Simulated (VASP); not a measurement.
# Sc (Fm-3m) in VASP: a series of runs

The runs below take Sc through single point, relaxation of volume and atoms at fixed shape, with r2SCAN.

Program: VASP 6.6.1. These are calculated values, not measurements. Logs are shortened: lines on timing, memory, paths and dates and some standing lists are left out, and cuts for length are marked.

### Step 1. The cell of the first run

The structure is cubic, space group Fm-3m (No. 225). Conventional cell: a = 4.650 Å, b = 4.650 Å, c = 4.650 Å, α = 90.00°, β = 90.00°, γ = 90.00°. Sc (site symmetry m-3m) has 12 Sc at 3.29 Å within 4.3 Å.

This isn't the form of Sc at room conditions, which is hcp.

### Step 2. Single point, r2SCAN

The input, POSCAR:

```
Sc
1.0
    0.0000000000      2.3249851119      2.3249851119
    2.3249851119      0.0000000000      2.3249851119
    2.3249851119      2.3249851119      0.0000000000
Sc
1
Direct
    0.0000000000      0.0000000000      0.0000000000
```

The input, INCAR.step1:

```
PREC = Accurate
ENCUT = 550
ISMEAR = 0
SIGMA = 0.1
LREAL = False
LASPH = True
NELM = 120
NBANDS = 12
GGA = PE
ALGO = Normal
EDIFF = 1E-5
LWAVE = True
LCHARG = False
GGA_COMPAT = False
```

The input, INCAR.step2:

```
PREC = Accurate
ENCUT = 550
EDIFF = 1E-6
ISMEAR = 0
SIGMA = 0.1
LREAL = False
LASPH = True
NELM = 120
ALGO = Normal
ISIF = 2
LWAVE = False
LCHARG = False
METAGGA = R2SCAN
LMIXTAU = True
NBANDS = 12
ISTART = 1
GGA_COMPAT = False
```

The input, KPOINTS:

```
regular mesh
0
Gamma
  10 10 10
```

Potentials or basis: VASP PAW PBE potentials, release 64 (Sc_sv).

Command:

```sh
$ cat potpaw_PBE.64/Sc_sv/POTCAR > POTCAR
$ cp INCAR.step1 INCAR
$ mpirun -np 1 vasp_std > vasp.out
$ cp INCAR.step2 INCAR
$ mpirun -np 1 vasp_std > vasp.out
```

OUTCAR:

```text
PREC = Accurate
   ENCUT = 550
   EDIFF = 1E-6
   ISMEAR = 0
   LREAL = False
   LASPH = True
   NELM = 120
   ISIF = 2
   METAGGA = R2SCAN
   ISTART = 1

 ion  position               nearest neighbor table
   1  0.000  0.000  0.000-

  LATTYP: Found a face centered cubic cell.
 ALAT       =     4.6499702238

  Lattice vectors:

 A1 = (   0.0000000000,   2.3249851119,   2.3249851119)
 A2 = (   2.3249851119,   0.0000000000,   2.3249851119)
 A3 = (   2.3249851119,   2.3249851119,   0.0000000000)

Analysis of symmetry for initial positions (statically):
=====================================================================
 Subroutine PRICEL returns:
 Original cell was already a primitive cell.

 Routine SETGRP: Setting up the symmetry group for a
 face centered cubic supercell.

 Subroutine GETGRP returns: Found 48 space group operations
 (whereof 48 operations were pure point group operations)
 out of a pool of 48 trial point group operations.

The static configuration has the point symmetry O_h .

Analysis of symmetry for dynamics (positions and initial velocities):
=====================================================================
 Subroutine PRICEL returns:
 Original cell was already a primitive cell.

 Routine SETGRP: Setting up the symmetry group for a
 face centered cubic supercell.

 Subroutine GETGRP returns: Found 48 space group operations
 (whereof 48 operations were pure point group operations)
 out of a pool of 48 trial point group operations.

The dynamic configuration has the point symmetry O_h .

 Subroutine INISYM returns: Found 48 space group operations
 (whereof 48 operations are pure point group operations),
 and found     1 'primitive' translations

----------------------------------------------------------------------------------------

                                     Primitive cell

  volume of cell :      25.1357

  direct lattice vectors                    reciprocal lattice vectors
     0.000000000  2.324985112  2.324985112    -0.215055141  0.215055141  0.215055141
     2.324985112  0.000000000  2.324985112     0.215055141 -0.215055141  0.215055141
     2.324985112  2.324985112  0.000000000     0.215055141  0.215055141 -0.215055141

  length of vectors
     3.288025478  3.288025478  3.288025478     0.372486430  0.372486430  0.372486430

  position of ions in fractional coordinates (direct lattice)
     0.000000000  0.000000000  0.000000000

  ion indices of the primitive-cell ions
   primitive index   ion index
                 1           1

----------------------------------------------------------------------------------------

 KPOINTS: regular mesh

Automatic generation of k-mesh.
 Grid dimensions read from file:
 generate k-points for:   10   10   10

 Generating k-lattice:

  Cartesian coordinates                     Fractional coordinates (reciprocal lattice)
    -0.021505514  0.021505514  0.021505514     0.100000000  0.000000000  0.000000000
     0.021505514 -0.021505514  0.021505514     0.000000000  0.100000000  0.000000000
     0.021505514  0.021505514 -0.021505514     0.000000000  0.000000000  0.100000000

  Length of vectors
     0.037248643  0.037248643  0.037248643

  Shift w.r.t. Gamma in fractional coordinates (k-lattice)
     0.000000000  0.000000000  0.000000000

 Subroutine IBZKPT returns following result:
 ===========================================

 Found     47 irreducible k-points:

 Following reciprocal coordinates:
            Coordinates               Weight
  0.000000  0.000000  0.000000      1.000000
  0.100000  0.000000  0.000000      8.000000
  0.200000  0.000000  0.000000      8.000000
  0.300000  0.000000  0.000000      8.000000
  0.400000  0.000000  0.000000      8.000000
  0.500000  0.000000  0.000000      4.000000
[... 16 lines left out ...]
  0.300000  0.300000  0.000000      6.000000
  0.400000  0.300000  0.000000     24.000000
 [... further k-points ...]
   k-points           NKPTS =     47   k-points in BZ     NKDIM =     47   number of bands    NBANDS=     12
   number of dos      NEDOS =    301   number of ions     NIONS =      1
   total plane-waves  NPLWV =  21952
   dimension x,y,z NGX =    28 NGY =   28 NGZ =   28
   dimension x,y,z NGXF=    56 NGYF=   56 NGZF=   56
   ions per type =               1
   NGX,Y,Z   is equivalent  to a cutoff of  14.16, 14.16, 14.16 a.u.
   NGXF,Y,Z  is equivalent  to a cutoff of  28.31, 28.31, 28.31 a.u.
 SYSTEM =  unknown system
   PREC   = accura    normal or accurate (medium, high low for compatibility)
   ISTART =      1    job   : 0-new  1-cont  2-samecut
   ICHARG =      0    charge: 1-file 2-atom 10-const
   ISPIN  =      1    spin polarized calculation?
   LNONCOLLINEAR =      F non collinear calculations
   LSORBIT =      F    spin-orbit coupling
   LASPH  =      T    aspherical Exc in radial PAW
   ENCUT  =  550.0 eV  40.42 Ry    6.36 a.u.   6.29  6.29  6.29*2*pi/ulx,y,z
   NELM   =    120;   NELMIN=  2; NELMDL=  0     # of ELM steps
   EDIFF  = 0.1E-05   stopping-criterion for ELM
   LREAL  =      F    real-space projection
   EDIFFG = 0.1E-04   stopping-criterion for IOM
   NSW    =      0    number of steps for IOM
   IBRION =     -1    ionic relax: 0-MD 1-quasi-New 2-CG
   NFREE  =      0    steps in history (QN), initial steepest desc. (CG)
   ISIF   =      2    stress and relaxation
   ISYM   =      2    0-nonsym 1-usesym 2-fastsym
   POTIM  = 0.5000    time-step for ionic-motion
   TEBEG  =    0.0;   TEEND  =   0.0 temperature during run
   PSTRESS=    0.0 pullay stress
   NELECT =      11.0000    total number of electrons
   NUPDOWN=      -1.0000    fix difference up-down
   EMIN   =  10.00;   EMAX   =-10.00  energy-range for DOS
   EFERMI =   0.00;   METHOD = LEGACY
   ISMEAR =     0;   SIGMA  =   0.10  broadening in eV -4-tet -1-fermi 0-gaus
   EFERMI_NEDOS =   21; number of points for ismear=-14 and -15
   IALGO  =     38    algorithm
   IMIX   =      4    mixing-type and parameters
     AMIX     =   0.40;   BMIX     =  1.00
     AMIX_MAG =   1.60;   BMIX_MAG =  1.00
  volume/ion in A,a.u.               =      25.14       169.62
  Fermi-wavevector in a.u.,A,eV,Ry     =   1.242917  2.348773 21.018869  1.544843
  Thomas-Fermi vector in A             =   2.377251
   LORBIT       =      0    0 simple, 1 ext, 2 COOP (PROOUT), +10 PAW based schemes
   METAGGA = R2SCAN    functional components
   LHFCALC =     F    Hartree Fock is set to
   AEXX    =    0.0000 exact exchange contribution
   IVDW    =     0    specifies the selected vdW correction
   LEPSILON=     F    determine dielectric tensor
   LRPA    =     F    only Hartree local field effects (RPA)
 non-spin polarized calculation
 Gauss-broadening in eV      SIGMA  =   0.10
  energy-cutoff  :      550.00
  volume of cell :       25.14
 maximum number of plane-waves:       754
 NGX is ok and might be reduce to    28
   NGX = 13   NGY = 13   NGZ = 13

 number of electron      10.9999999 magnetization

 Free energy of the ion-electron system (eV)
  ---------------------------------------------------
  ext. energy  EPLUGINS =         0.00000000
  ---------------------------------------------------
  free energy    TOTEN  =       -11.30017899 eV

  energy without entropy =      -11.28760114  energy(sigma->0) =      -11.29389006

 E-fermi :   3.6550     XC(G=0): -10.5297

 val. band max:        3.6282559053   @ k =  -0.3000   0.4000   0.2000
 cond. band min:       3.6768280756   @ k =   0.5000   0.0000   0.0000
 fundamental gap:      0.0485721703
 Fermi energy:         3.6549954632

 k-point     1 :       0.0000    0.0000    0.0000
  band No.  band energies     occupation
      1     -47.9515      2.00000
      2     -25.3947      2.00000
      3     -25.3947      2.00000
      4     -25.3947      2.00000
      5      -1.8707      2.00000
      6       5.4303      0.00000
      7       5.4303      0.00000
      8       5.4303      0.00000
      9       6.8548      0.00000
     10       6.8548      0.00000
     11      16.5460      0.00000
     12      20.1652      0.00000

 k-point     2 :       0.1000    0.0000    0.0000
  band No.  band energies     occupation
      1     -47.9461      2.00000
      2     -25.4326      2.00000
      3     -25.3996      2.00000
      4     -25.3996      2.00000
      5      -1.6105      2.00000
      6       5.2324      0.00000
      7       5.5200      0.00000
      8       5.5200      0.00000
      9       6.7927      0.00000
     10       6.7927      0.00000
     11      16.7061      0.00000
     12      18.4301      0.00000

 k-point     3 :       0.2000    0.0000    0.0000
  band No.  band energies     occupation
      1     -47.9319      2.00000
      2     -25.5306      2.00000
      3     -25.4121      2.00000
      4     -25.4121      2.00000
      5      -0.8718      2.00000
      6       4.7611      0.00000
      7       5.6531      0.00000
      8       5.6531      0.00000
      9       6.7727      0.00000
     10       6.7727      0.00000
     11      15.4993      0.00000
     12      17.3604      0.00000
[... 286 lines left out ...]
 k-point    23 :       0.3000    0.3000    0.0000
  band No.  band energies     occupation
      1     -47.9020      2.00000
      2     -25.6371      2.00000
      3     -25.4840      2.00000
      4     -25.4840      2.00000
      5       0.7741      2.00000
      6       3.7774      0.08343
      7       5.1954      0.00000
      8       6.7135      0.00000
      9       6.7135      0.00000
     10       7.4164      0.00000
     11      15.6413      0.00000
     12      15.6413      0.00000

 k-point    24 :       0.4000    0.3000    0.0000
  band No.  band energies     occupation
      1     -47.8908      2.00000
      2     -25.6874      2.00000
      3     -25.5114      2.00000
      4     -25.4993      2.00000
      5       1.5259      2.00000
      6       3.5269      1.92998
      7       4.8957      0.00000
      8       6.8515      0.00000
      9       7.3579      0.00000
     10       7.6823      0.00000
     11      13.6751      0.00000
     12      14.8371      0.00000

 [... further k-points ...]
[... 5 lines left out ...]
  --------------------------------------------------------------------------------------
  -------------------------------------------------------------------------------------
  Total        0.0261663      0.0261663      0.0261663      0.0000000     -0.0000000      0.0000000
  in kB        1.6678699      1.6678699      1.6678699      0.0000000     -0.0000000      0.0000000
  external PRESSURE =       1.6678699 kB  Pullay stress =       0.0000000 kB

 VOLUME and BASIS-vectors are now :
 -----------------------------------------------------------------------------
  energy-cutoff  :      550.00
  volume of cell :       25.14
      direct lattice vectors                 reciprocal lattice vectors
     0.000000000  2.324985112  2.324985112    -0.215055141  0.215055141  0.215055141
     2.324985112  0.000000000  2.324985112     0.215055141 -0.215055141  0.215055141
     2.324985112  2.324985112  0.000000000     0.215055141  0.215055141 -0.215055141

 POSITION                                       TOTAL-FORCE (eV/Angst)
 -----------------------------------------------------------------------------------
      0.00000      0.00000      0.00000         0.000000      0.000000      0.000000
 -----------------------------------------------------------------------------------
    total drift:                               -0.000000     -0.000000     -0.000000

  FREE ENERGIE OF THE ION-ELECTRON SYSTEM (eV)
  ---------------------------------------------------
  free  energy   TOTEN  =       -11.3001789851 eV

  energy  without entropy=      -11.2876011382  energy(sigma->0) =      -11.29389006
```

Wall time 48 s (1 thread of Intel Xeon 6975P-C (Granite Rapids), shared host); peak memory 0.16 GiB.

What came out:

```
Free energy            : -11.3002 eV
Pressure               : 0.2 GPa
Band gap on the k mesh : zero (an odd number of electrons rules out a gap without spin polarisation)
```

Caveat: the PAW data sets were made with another functional, which shifts forces and pressure a little.

### Step 3. Relaxation of volume and atoms at fixed shape, r2SCAN

This run uses another cell than the first one, of 24.97 Å³/atom.

The input, POSCAR:

```
Sc
1.0
    0.0000000000      2.3200000000      2.3200000000
    2.3200000000      0.0000000000      2.3200000000
    2.3200000000      2.3200000000      0.0000000000
Sc
1
Direct
    0.0000000000      0.0000000000      0.0000000000
```

The input, INCAR.step1:

```
SYSTEM = Sc
  PREC = Accurate
  ENCUT = 550
  ISMEAR = 0
  SIGMA = 0.1
  LREAL = .False.
  LASPH = .True.
  NELM = 120
  GGA = PE
  ALGO = Normal
  EDIFF = 1E-5
  LWAVE = .True.
  LCHARG = .False.
  GGA_COMPAT = .False.
  IBRION = 2
  ISIF = 3
  EDIFFG = -0.005
  NELMIN = 4
  NSW = 100
```

The input, INCAR.step2:

```
SYSTEM = Sc
  PREC = Accurate
  ENCUT = 550
  EDIFF = 1E-7
  ISMEAR = 0
  SIGMA = 0.1
  LREAL = .False.
  LASPH = .True.
  NELM = 120
  ALGO = Normal
  ISIF = 8
  LWAVE = .False.
  LCHARG = .False.
  METAGGA = R2SCAN
  LMIXTAU = .True.
  IBRION = 2
  NSW = 80
  EDIFFG = -0.02
  ISTART = 1
  GGA_COMPAT = .False.
  NELMIN = 4
```

The input, KPOINTS:

```
regular mesh
0
Gamma
  10 10 10
  0 0 0
```

Potentials or basis: VASP PAW PBE potentials, release 64 (Sc_sv).

Command:

```sh
$ cat potpaw_PBE.64/Sc_sv/POTCAR > POTCAR
$ cp INCAR.step1 INCAR
$ mpirun -np 1 vasp_std > vasp.out
$ cp INCAR.step2 INCAR
$ mpirun -np 1 vasp_std > vasp.out
```

Wall time 72 s (1 thread of Intel Xeon 6975P-C (Granite Rapids), shared host); peak memory 0.17 GiB.

The run converged. Its results:

```yaml
Free_energy: -11.3002 eV
Relaxed_volume: 25.26 Å³/atom
Relaxed_cell: a = 3.293 Å, b = 3.293 Å, c = 3.293 Å, α = 60.00°, β = 60.00°, γ = 60.00°
Space_group_after_relaxing_to_0.1_Å: Fm-3m (No. 225)
Energy_gained_by_relaxing: 0.4 meV/atom
Ionic_steps: 2
Pressure_after_relaxing: -0.1 GPa
Band_gap_on_the_k_mesh: zero (an odd number of electrons rules out a gap without spin polarisation)
```

The path:
| step | energy change (eV) | largest force (eV/Å) | pressure (GPa) | volume (Å³) |
| --- | --- | --- | --- | --- |
| 1 | 0.0000 | 0.0000 | 0.51 | 24.97 |
| 2 | -0.0004 | 0.0000 | -0.09 | 25.26 |

Final structure:
```
Sc
1.0
     0.00000    2.32884    2.32884
     2.32884    0.00000    2.32884
     2.32884    2.32884    0.00000
Sc
1
Cartesian
  0.0000 0.0000 0.0000
```

Levels at points of the mesh, in eV from the Fermi level:
| k point | band 3 | band 4 | band 5 | band 6 | band 7 | band 8 |
| --- | --- | --- | --- | --- | --- | --- |
| (0.00, 0.00, 0.00) | -29.07 | -29.07 | -5.52 | 1.77 | 1.77 | 1.77 |
| (0.50, 0.00, 0.00) | -29.12 | -29.12 | -1.80 | 0.01 | 1.66 | 1.66 |
| (0.50, 0.50, 0.00) | -29.20 | -29.20 | -1.52 | -0.54 | 1.79 | 4.06 |

Caveat: the PAW data sets were made with another functional, which shifts forces and pressure a little.
